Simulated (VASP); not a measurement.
# W3O in VASP: relaxation of the atoms with PBE

Aim: the relaxation of the atoms of W3O with PBE.

All numbers are computed with VASP 6.6.1; they aren't measurements. Logs are shortened: lines on timing, memory, paths and dates and some standing lists are left out, and cuts for length are marked.

## Step 1: The cell of the first run

The cell holds a slab with vacuum, 4 atoms: a = 2.757 Å, b = 2.757 Å, c = 19.856 Å, α = 90.00°, β = 90.00°, γ = 109.47°.

## Step 2: Relaxation of the atoms, PBE

INCAR

```
SYSTEM = W3O
PREC = Accurate ; ENCUT = 520
EDIFF = 1E-6 ; ISMEAR = 0
SIGMA = 0.1 ; LREAL = .False.
LASPH = .True. ; NELM = 60
ALGO = Fast ; ISIF = 2
LWAVE = .False. ; LCHARG = .False.
LDIPOL = .True. ; IDIPOL = 3
DIPOL = 0.5 0.5 0.355 ; GGA = PE
IBRION = 2 ; NSW = 36
EDIFFG = -0.025
```

KPOINTS

```
regular mesh
0
Gamma
  10 10 1
  0 0 0
```

POSCAR

```
W3O
1.0
    2.7571643597      0.0000000000      0.0000000000
   -0.9190547866      2.5994794874      0.0000000000
    0.0000000000      0.0000000000     19.8562161029
W O
3 1
Selective dynamics
Direct
    0.5000000000      0.5000000000      0.2014482507  F F F
    0.0000000000      0.0000000000      0.3111437107  F F F
    0.5000000000      0.5000000000      0.4208362792  F F F
    0.8333333333      1.0000000000      0.4873142019  F F T
```

Potentials or basis: VASP PAW PBE potentials, release 64 (W_sv, O).

The run is started by

```
$ cat potpaw_PBE.64/W_sv/POTCAR potpaw_PBE.64/O/POTCAR > POTCAR
$ mpirun -np 1 vasp_std > vasp.out
```

OUTCAR:

```text
SYSTEM = W3O
   PREC = Accurate
   ENCUT = 520
   EDIFF = 1E-6
   ISMEAR = 0
   LREAL = .False.
   LASPH = .True.
   NELM = 60
   ISIF = 2
   GGA = PE
   IBRION = 2
   NSW = 36
   EDIFFG = -0.025

 ion  position               nearest neighbor table
   1  0.500  0.500  0.201-   2 2.70   2 2.70   2 3.13   2 3.13
   2  0.000  0.000  0.311-   3 2.70   3 2.70   1 2.70   1 2.70   3 3.13   3 3.13   1 3.13   1 3.13

   3  0.500  0.500  0.421-   4 1.91   4 2.31   4 2.31   2 2.70   2 2.70   2 3.13   2 3.13
   4  0.833  0.000  0.487-   3 1.91   3 2.31   3 2.31

  LATTYP: Found a base centered orthorhombic cell.
 ALAT       =     3.1836991705
 B/A-ratio  =     1.4142135624
 C/A-ratio  =     6.2368380427

  Lattice vectors:

 A1 = (   2.7571643597,   0.0000000000,   0.0000000000)
 A2 = (  -0.9190547866,   2.5994794874,   0.0000000000)
 A3 = (   0.0000000000,   0.0000000000,  19.8562161029)

Analysis of symmetry for initial positions (statically):
=====================================================================
 Subroutine PRICEL returns:
 Original cell was already a primitive cell.

 Routine SETGRP: Setting up the symmetry group for a
 base centered orthorhombic supercell.

 Subroutine GETGRP returns: Found  1 space group operations
 (whereof  1 operations were pure point group operations)
 out of a pool of  8 trial point group operations.

The static configuration has the point symmetry C_1 .

Analysis of symmetry for dynamics (positions and initial velocities):
=====================================================================
 Subroutine PRICEL returns:
 Original cell was already a primitive cell.

 Routine SETGRP: Setting up the symmetry group for a
 base centered orthorhombic supercell.

 Subroutine GETGRP returns: Found  1 space group operations
 (whereof  1 operations were pure point group operations)
 out of a pool of  8 trial point group operations.

The dynamic configuration has the point symmetry C_1 .

Analysis of constrained symmetry for selective dynamics:
=====================================================================
[... 178 lines left out ...]

 VOLUME and BASIS-vectors are now :
 -----------------------------------------------------------------------------
  energy-cutoff  :      520.00
  volume of cell :      142.31
      direct lattice vectors                 reciprocal lattice vectors
     2.757164360  0.000000000  0.000000000     0.362691472  0.128230800  0.000000000
    -0.919054787  2.599479487  0.000000000     0.000000000  0.384692399  0.000000000
     0.000000000  0.000000000 19.856216103     0.000000000  0.000000000  0.050362063

 POSITION                                       TOTAL-FORCE (eV/Angst)
 -----------------------------------------------------------------------------------
      0.91905      1.29974      4.00000         0.010935      0.155570     -0.085645
      0.00000      0.00000      6.17814        -0.417804     -0.423394     -0.996706
      0.91905      1.29974      8.35622         0.947920     -2.140455      1.863740
      2.29764      0.00000      9.67622        -0.541050      2.408280     -0.781388
 -----------------------------------------------------------------------------------
    total drift:                               -0.000090     -0.000096      0.000752

  FREE ENERGIE OF THE ION-ELECTRON SYSTEM (eV)
  ---------------------------------------------------
  free  energy   TOTEN  =       -43.9435557525 eV

  energy  without entropy=      -43.9278609641  energy(sigma->0) =      -43.93570836

--------------------------------------- Ionic step        2  -------------------------------------------

 number of electron      48.0000002 magnetization

 dipolmoment           0.000000      0.000000      0.060839 electrons x Angstroem

 Free energy of the ion-electron system (eV)
  ---------------------------------------------------
  ext. energy  EPLUGINS =         0.00000000
  ---------------------------------------------------
  free energy    TOTEN  =       -43.95847541 eV

  energy without entropy =      -43.94299049  energy(sigma->0) =      -43.95073295

 E-fermi :   0.6201     XC(G=0):  -5.9953

 val. band max:        0.6140610717   @ k =  -0.4000   0.4000   0.0000
 cond. band min:       0.6325185330   @ k =   0.1000   0.4000   0.0000
 fundamental gap:      0.0184574614
 Fermi energy:         0.6200827959

 k-point     1 :       0.0000    0.0000    0.0000
  band No.  band energies     occupation
      1     -74.3971      2.00000
      2     -73.5893      2.00000
      3     -73.4189      2.00000
      4     -38.8623      2.00000
      5     -38.3758      2.00000
      6     -38.1036      2.00000
[... 733 lines left out ...]
     27       1.8203      0.00000
     28       2.4531      0.00000

 [... further k-points ...]

------------------------ aborting loop because EDIFF is reached ----------------------------------------

 vacuum level on the upper side and lower side of the slab       (xc-potential included)         0.583        -0.923

  FORCE on cell =-STRESS in cart. coord.  units (eV):
  Direction    XX          YY          ZZ          XY          YZ          ZX
  --------------------------------------------------------------------------------------
  -------------------------------------------------------------------------------------
  Total       -0.7725270     -0.4134688      2.5861027     -1.7118820      3.8397841      0.3926841
  in kB       -8.6971848     -4.6548728     29.1145984    -19.2725362     43.2286678      4.4208761
  external PRESSURE =       5.2541803 kB  Pullay stress =       0.0000000 kB

 VOLUME and BASIS-vectors are now :
 -----------------------------------------------------------------------------
  energy-cutoff  :      520.00
  volume of cell :      142.31
      direct lattice vectors                 reciprocal lattice vectors
     2.757164360  0.000000000  0.000000000     0.362691472  0.128230800  0.000000000
    -0.919054787  2.599479487  0.000000000     0.000000000  0.384692399  0.000000000
     0.000000000  0.000000000 19.856216103     0.000000000  0.000000000  0.050362063

 POSITION                                       TOTAL-FORCE (eV/Angst)
 -----------------------------------------------------------------------------------
      0.91905      1.29974      4.00000         0.013717      0.165280     -0.099130
      0.00000      0.00000      6.17814        -0.435245     -0.446691     -1.013899
      0.91905      1.29974      8.35622         0.807513     -2.516331      1.112872
      2.29764      0.00000      9.63852        -0.385985      2.797742      0.000156
 -----------------------------------------------------------------------------------
    total drift:                               -0.000002      0.000004      0.000973

  FREE ENERGIE OF THE ION-ELECTRON SYSTEM (eV)
  ---------------------------------------------------
  free  energy   TOTEN  =       -43.9584754096 eV

  energy  without entropy=      -43.9429904854  energy(sigma->0) =      -43.95073295

 reached required accuracy - stopping structural energy minimisation

 vacuum level on the upper side and lower side of the slab         6.931         5.374
```

OSZICAR:

```text
N       E                     dE             d eps       ncg     rms          rms(c)
DAV:   1     0.564711574524E+03    0.56471E+03   -0.30090E+04  3448   0.166E+03
DAV:   2    -0.176044993051E+02   -0.58232E+03   -0.57295E+03  3484   0.496E+02
DAV:   3    -0.468250487111E+02   -0.29221E+02   -0.28189E+02  3476   0.108E+02
[... 38 lines left out ...]
RMM:  13    -0.439584704215E+02   -0.57843E-05   -0.21904E-06  1416   0.340E-03    0.738E-04
RMM:  14    -0.439584727849E+02   -0.23634E-05   -0.10919E-06  1107   0.230E-03    0.532E-04
RMM:  15    -0.439584738271E+02   -0.10422E-05   -0.46490E-07   859   0.187E-03    0.278E-04
RMM:  16    -0.439584751645E+02   -0.13374E-05   -0.31283E-07   696   0.168E-03    0.262E-04
RMM:  17    -0.439584754096E+02   -0.24519E-06   -0.14175E-07   652   0.157E-03
   2 F= -.43958475E+02 E0= -.43950733E+02  d E =-.149197E-01
```

Wall time 19 min (1 thread of Oxide Virtual Turin-like, shared host); peak memory 0.36 GiB.

What came out:

```yaml
Free_energy: -43.9585 eV
Energy_gained_by_relaxing: 3.7 meV/atom
Ionic_steps: 2
Band_gap_on_the_k_mesh: zero (bands 24 and 25 overlap by 1.61 eV)
```

Step by step:
| step | energy change (eV) | largest force on free atoms (eV/Å) | pressure (GPa) |
| --- | --- | --- | --- |
| 1 | 0.0000 | 0.7814 | -0.24 |
| 2 | -0.0149 | 0.0002 | 0.53 |

Final structure:
```cif
data_structure
_symmetry_space_group_name_H-M 'P 1'
_symmetry_Int_Tables_number 1
_cell_length_a 2.7572
_cell_length_b 2.7572
_cell_length_c 19.8562
_cell_angle_alpha 90.000
_cell_angle_beta 90.000
_cell_angle_gamma 109.471
_cell_volume 142.31
loop_
_atom_site_label
_atom_site_type_symbol
_atom_site_fract_x
_atom_site_fract_y
_atom_site_fract_z
_atom_site_occupancy
W1 W 0.50000 0.50000 0.20145 1
W2 W 0.00000 0.00000 0.31114 1
W3 W 0.50000 0.50000 0.42084 1
O1 O 0.83333 0.00000 0.48542 1
```

Caveat: spin-orbit coupling is left out, which moves the levels of the heavy elements.
